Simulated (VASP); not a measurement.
# Pt (I4/mmm) in VASP: single point with PBEsol

Aim: the single point of Pt with PBEsol.

Everything below comes from runs of VASP 6.6.1. Logs are shortened: lines on timing, memory, paths and dates and some standing lists are left out, and cuts for length are marked.

### Step 1. The cell of the first run

Symmetry: I4/mmm, No. 139, tetragonal system. Conventional cell: a = 2.807 Å, b = 2.807 Å, c = 3.811 Å, α = 90.00°, β = 90.00°, γ = 90.00°. Within 3.6 Å of Pt (site symmetry 4/mmm) lie 12 Pt at 2.75 to 2.81 Å.

### Step 2. Single point, PBEsol

Input file INCAR:

```
SYSTEM = Pt
PREC = Accurate ; ENCUT = 520
EDIFF = 1E-7 ; ISMEAR = 0
SIGMA = 0.15 ; LREAL = .False.
LASPH = .True. ; NELM = 80
ALGO = Fast ; ISIF = 2
LWAVE = .False. ; LCHARG = .False.
GGA = PS ; NBANDS = 11
```

Input file KPOINTS:

```
Automatic mesh
0
Gamma
  24 24 24
  0 0 0
```

Input file POSCAR:

```
Pt
1.0
    0.0000000000      1.9847238812      1.9053349259
    1.9847238812      0.0000000000      1.9053349259
    1.9847238812      1.9847238812      0.0000000000
Pt
1
Direct
    0.0000000000      0.0000000000      0.0000000000
```

Potentials or basis: VASP PAW PBE potentials, release 64 (Pt).

Launch:

```console
cat potpaw_PBE.64/Pt/POTCAR > POTCAR
mpirun -np 1 vasp_std > vasp.out
```

OUTCAR:

```text
SYSTEM = Pt
   PREC = Accurate
   ENCUT = 520
   EDIFF = 1E-7
   ISMEAR = 0
   LREAL = .False.
   LASPH = .True.
   NELM = 80
   ISIF = 2
   GGA = PS

 ion  position               nearest neighbor table
   1  0.000  0.000  0.000-

  LATTYP: Found a body centered tetragonal cell.
 ALAT       =     2.8068234304
 C/A-ratio  =     1.3576450198

  Lattice vectors:

 A1 = (   0.0000000000,  -1.9847238812,  -1.9053349259)
 A2 = (   0.0000000000,   1.9847238812,  -1.9053349259)
 A3 = (   1.9847238812,   0.0000000000,   1.9053349259)

Analysis of symmetry for initial positions (statically):
=====================================================================
 Subroutine PRICEL returns:
 Original cell was already a primitive cell.

 Routine SETGRP: Setting up the symmetry group for a
 body centered tetragonal supercell.

 Subroutine GETGRP returns: Found 16 space group operations
 (whereof 16 operations were pure point group operations)
 out of a pool of 16 trial point group operations.

The static configuration has the point symmetry D_4h.

Analysis of symmetry for dynamics (positions and initial velocities):
=====================================================================
 Subroutine PRICEL returns:
 Original cell was already a primitive cell.

 Routine SETGRP: Setting up the symmetry group for a
 body centered tetragonal supercell.

 Subroutine GETGRP returns: Found 16 space group operations
 (whereof 16 operations were pure point group operations)
 out of a pool of 16 trial point group operations.

The dynamic configuration has the point symmetry D_4h.

 Subroutine INISYM returns: Found 16 space group operations
 (whereof 16 operations are pure point group operations),
 and found     1 'primitive' translations

----------------------------------------------------------------------------------------

                                     Primitive cell

  volume of cell :      15.0107

  direct lattice vectors                    reciprocal lattice vectors
     0.000000000  1.984723881  1.905334926    -0.251924212  0.251924212  0.262421054
     1.984723881  0.000000000  1.905334926     0.251924212 -0.251924212  0.262421054
     1.984723881  1.984723881  0.000000000     0.251924212  0.251924212 -0.262421054

  length of vectors
     2.751259723  2.751259723  2.806823430     0.442488900  0.442488900  0.442488900

  position of ions in fractional coordinates (direct lattice)
     0.000000000  0.000000000  0.000000000

  ion indices of the primitive-cell ions
   primitive index   ion index
                 1           1

----------------------------------------------------------------------------------------

 KPOINTS: Automatic mesh

Automatic generation of k-mesh.
 Grid dimensions read from file:
 generate k-points for:   24   24   24

 Generating k-lattice:

  Cartesian coordinates                     Fractional coordinates (reciprocal lattice)
    -0.010496842  0.010496842  0.010934211     0.041666667 -0.000000000  0.000000000
     0.010496842 -0.010496842  0.010934211    -0.000000000  0.041666667  0.000000000
     0.010496842  0.010496842 -0.010934211     0.000000000  0.000000000  0.041666667

  Length of vectors
     0.018437038  0.018437038  0.018437038

  Shift w.r.t. Gamma in fractional coordinates (k-lattice)
     0.000000000  0.000000000  0.000000000

 Subroutine IBZKPT returns following result:
 ===========================================

 Found   1063 irreducible k-points:

 Following reciprocal coordinates:
            Coordinates               Weight
  0.000000  0.000000  0.000000      1.000000
  0.041667 -0.000000  0.000000      8.000000
  0.083333  0.000000  0.000000      8.000000
  0.125000  0.000000  0.000000      8.000000
  0.166667 -0.000000  0.000000      8.000000
  0.208333  0.000000  0.000000      8.000000
[... 16 lines left out ...]
  0.416667  0.041667  0.000000      8.000000
  0.458333  0.041667  0.000000      8.000000
 [... further k-points ...]
   k-points           NKPTS =   1063   k-points in BZ     NKDIM =   1063   number of bands    NBANDS=     11
   number of dos      NEDOS =    301   number of ions     NIONS =      1
   total plane-waves  NPLWV =   9600
   dimension x,y,z NGX =    20 NGY =   20 NGZ =   24
   dimension x,y,z NGXF=    40 NGYF=   40 NGZF=   48
   ions per type =               1
   NGX,Y,Z   is equivalent  to a cutoff of  12.09, 12.09, 14.22 a.u.
   NGXF,Y,Z  is equivalent  to a cutoff of  24.17, 24.17, 28.43 a.u.
 SYSTEM =  Pt
   PREC   = accura    normal or accurate (medium, high low for compatibility)
   ISTART =      0    job   : 0-new  1-cont  2-samecut
   ICHARG =      2    charge: 1-file 2-atom 10-const
   ISPIN  =      1    spin polarized calculation?
   LNONCOLLINEAR =      F non collinear calculations
   LSORBIT =      F    spin-orbit coupling
   LASPH  =      T    aspherical Exc in radial PAW
   ENCUT  =  520.0 eV  38.22 Ry    6.18 a.u.   5.12  5.12  5.22*2*pi/ulx,y,z
   NELM   =     80;   NELMIN=  2; NELMDL= -5     # of ELM steps
   EDIFF  = 0.1E-06   stopping-criterion for ELM
   LREAL  =      F    real-space projection
   EDIFFG = 0.1E-05   stopping-criterion for IOM
   NSW    =      0    number of steps for IOM
   IBRION =     -1    ionic relax: 0-MD 1-quasi-New 2-CG
   NFREE  =      0    steps in history (QN), initial steepest desc. (CG)
   ISIF   =      2    stress and relaxation
   ISYM   =      2    0-nonsym 1-usesym 2-fastsym
   POTIM  = 0.5000    time-step for ionic-motion
   TEBEG  =    0.0;   TEEND  =   0.0 temperature during run
   PSTRESS=    0.0 pullay stress
   NELECT =      10.0000    total number of electrons
   NUPDOWN=      -1.0000    fix difference up-down
   EMIN   =  10.00;   EMAX   =-10.00  energy-range for DOS
   EFERMI =   0.00;   METHOD = LEGACY
   ISMEAR =     0;   SIGMA  =   0.15  broadening in eV -4-tet -1-fermi 0-gaus
   EFERMI_NEDOS =   21; number of points for ismear=-14 and -15
   IALGO  =     68    algorithm
   IMIX   =      4    mixing-type and parameters
     AMIX     =   0.40;   BMIX     =  1.00
     AMIX_MAG =   1.60;   BMIX_MAG =  1.00
  volume/ion in A,a.u.               =      15.01       101.30
  Fermi-wavevector in a.u.,A,eV,Ry     =   1.429797  2.701924 27.814648  2.044319
  Thomas-Fermi vector in A             =   2.549712
   LORBIT       =      0    0 simple, 1 ext, 2 COOP (PROOUT), +10 PAW based schemes
   GGA     = PS    functional components
   LHFCALC =     F    Hartree Fock is set to
   AEXX    =    0.0000 exact exchange contribution
   IVDW    =     0    specifies the selected vdW correction
   LEPSILON=     F    determine dielectric tensor
   LRPA    =     F    only Hartree local field effects (RPA)
 non-spin polarized calculation
 RMM-DIIS sequential band-by-band and
 Gauss-broadening in eV      SIGMA  =   0.15
  energy-cutoff  :      520.00
  volume of cell :       15.01
 maximum number of plane-waves:       428
   NGX = 11   NGY = 11   NGZ = 11

 number of electron      10.0000001 magnetization

 Free energy of the ion-electron system (eV)
  ---------------------------------------------------
  ext. energy  EPLUGINS =         0.00000000
  ---------------------------------------------------
  free energy    TOTEN  =        -6.96944943 eV

  energy without entropy =       -6.94809138  energy(sigma->0) =       -6.95877041

 E-fermi :  11.1745     XC(G=0): -13.6555

 val. band max:       11.1716538069   @ k =  -0.3750   0.1667   0.1250
 cond. band min:      11.1770209591   @ k =  -0.1667   0.2083   0.0833
 fundamental gap:      0.0053671521
 Fermi energy:        11.1745094862

 k-point     1 :       0.0000    0.0000    0.0000
  band No.  band energies     occupation
      1       0.8382      2.00000
      2       7.2048      2.00000
      3       7.2048      2.00000
      4       7.6754      2.00000
      5       9.2602      2.00000
      6       9.8125      2.00000
      7      25.8263      0.00000
      8      30.4238      0.00000
      9      30.4238      0.00000
     10      31.5280      0.00000
     11      36.1416      0.00000

 k-point     2 :       0.0417   -0.0000    0.0000
  band No.  band energies     occupation
      1       0.9088      2.00000
      2       7.1950      2.00000
      3       7.2334      2.00000
      4       7.6807      2.00000
      5       9.2478      2.00000
      6       9.7919      2.00000
      7      25.9377      0.00000
      8      30.1902      0.00000
      9      30.5316      0.00000
     10      31.4615      0.00000
     11      36.5981      0.00000

 k-point     3 :       0.0833    0.0000    0.0000
  band No.  band energies     occupation
      1       1.1174      2.00000
      2       7.1521      2.00000
      3       7.3122      2.00000
      4       7.7132      2.00000
      5       9.2192      2.00000
      6       9.7373      2.00000
      7      26.2554      0.00000
      8      29.4039      0.00000
      9      30.8500      0.00000
     10      31.6242      0.00000
     11      37.5288      0.00000

 k-point     4 :       0.1250    0.0000    0.0000
  band No.  band energies     occupation
      1       1.4525      2.00000
      2       7.0662      2.00000
      3       7.4185      2.00000
      4       7.7893      2.00000
      5       9.2013      2.00000
      6       9.6704      2.00000
      7      26.7240      0.00000
      8      28.3116      0.00000
      9      31.3634      0.00000
     10      32.0888      0.00000
     11      37.3847      0.00000
[... 239 lines left out ...]
 k-point    22 :       0.3750    0.0417    0.0000
  band No.  band energies     occupation
      1       3.7527      2.00000
      2       7.3026      2.00000
      3       7.6833      2.00000
      4       8.1918      2.00000
      5      10.5398      2.00000
      6      10.8140      1.99932
      7      20.4477      0.00000
      8      26.2780      0.00000
      9      30.9143      0.00000
     10      32.5177      0.00000
     11      36.9788      0.00000

 k-point    23 :       0.4167    0.0417    0.0000
  band No.  band energies     occupation
      1       3.8144      2.00000
      2       7.2090      2.00000
      3       7.5875      2.00000
      4       8.9613      2.00000
      5      10.9748      1.94024
      6      11.1118      1.44587
      7      18.9694      0.00000
      8      25.8507      0.00000
      9      30.2188      0.00000
     10      31.5866      0.00000
     11      37.8429      0.00000

 k-point    24 :       0.4583    0.0417    0.0000
  band No.  band energies     occupation
      1       3.8276      2.00000
      2       7.1409      2.00000
      3       7.5183      2.00000
      4       9.6415      2.00000
      5      11.3038      0.22289
      6      11.4085      0.02735
      7      17.7390      0.00000
      8      25.5697      0.00000
      9      29.7848      0.00000
     10      30.8913      0.00000
     11      38.5970      0.00000

 [... further k-points ...]

------------------------ aborting loop because EDIFF is reached ----------------------------------------

  FORCE on cell =-STRESS in cart. coord.  units (eV):
  Direction    XX          YY          ZZ          XY          YZ          ZX
  --------------------------------------------------------------------------------------
  -------------------------------------------------------------------------------------
  Total       -0.0815691     -0.0815691      0.2658258      0.0000000      0.0000000     -0.0000000
  in kB       -8.7063235     -8.7063235     28.3730635      0.0000000      0.0000000     -0.0000000
  external PRESSURE =       3.6534721 kB  Pullay stress =       0.0000000 kB

 VOLUME and BASIS-vectors are now :
 -----------------------------------------------------------------------------
  energy-cutoff  :      520.00
  volume of cell :       15.01
      direct lattice vectors                 reciprocal lattice vectors
     0.000000000  1.984723881  1.905334926    -0.251924212  0.251924212  0.262421054
     1.984723881  0.000000000  1.905334926     0.251924212 -0.251924212  0.262421054
     1.984723881  1.984723881  0.000000000     0.251924212  0.251924212 -0.262421054

 POSITION                                       TOTAL-FORCE (eV/Angst)
 -----------------------------------------------------------------------------------
      0.00000      0.00000      0.00000        -0.000000      0.000000     -0.000000
 -----------------------------------------------------------------------------------
    total drift:                                0.000000     -0.000000     -0.000000

  FREE ENERGIE OF THE ION-ELECTRON SYSTEM (eV)
  ---------------------------------------------------
  free  energy   TOTEN  =        -6.9694494323 eV

  energy  without entropy=       -6.9480913839  energy(sigma->0) =       -6.95877041
```

Run time: 64 s. Hardware: 1 thread of Intel Xeon 6975P-C (Granite Rapids), shared host; peak memory 0.28 GiB.

What came out:

| Quantity | Value |
| --- | --- |
| Free energy | -6.9694 eV |
| Pressure | 0.4 GPa |
| Band gap on the k mesh | zero (bands 5 and 6 overlap by 2.43 eV) |

Levels at points of the mesh, in eV from the Fermi level:
| k point | band 1 | band 2 | band 3 | band 4 | band 5 | band 6 | band 7 | band 8 | band 9 | band 10 |
| --- | --- | --- | --- | --- | --- | --- | --- | --- | --- | --- |
| (0.00, 0.00, 0.00) | -10.34 | -3.97 | -3.97 | -3.50 | -1.91 | -1.36 | 14.65 | 19.25 | 19.25 | 20.35 |
| (0.50, 0.00, 0.00) | -7.41 | -4.12 | -3.63 | -0.55 | -0.07 | 0.18 | 5.86 | 14.14 | 18.60 | 19.44 |
| (0.50, 0.50, 0.00) | -7.10 | -6.69 | 0.01 | 0.53 | 0.53 | 2.26 | 9.61 | 10.87 | 10.87 | 19.79 |
| (0.50, 0.00, 0.50) | -7.17 | -6.67 | 0.02 | 0.30 | 0.68 | 1.45 | 8.55 | 11.48 | 11.77 | 20.41 |

Caveat: the PAW data sets were made with another functional, which shifts forces and pressure a little; spin-orbit coupling is left out, which moves the levels of the heavy elements.
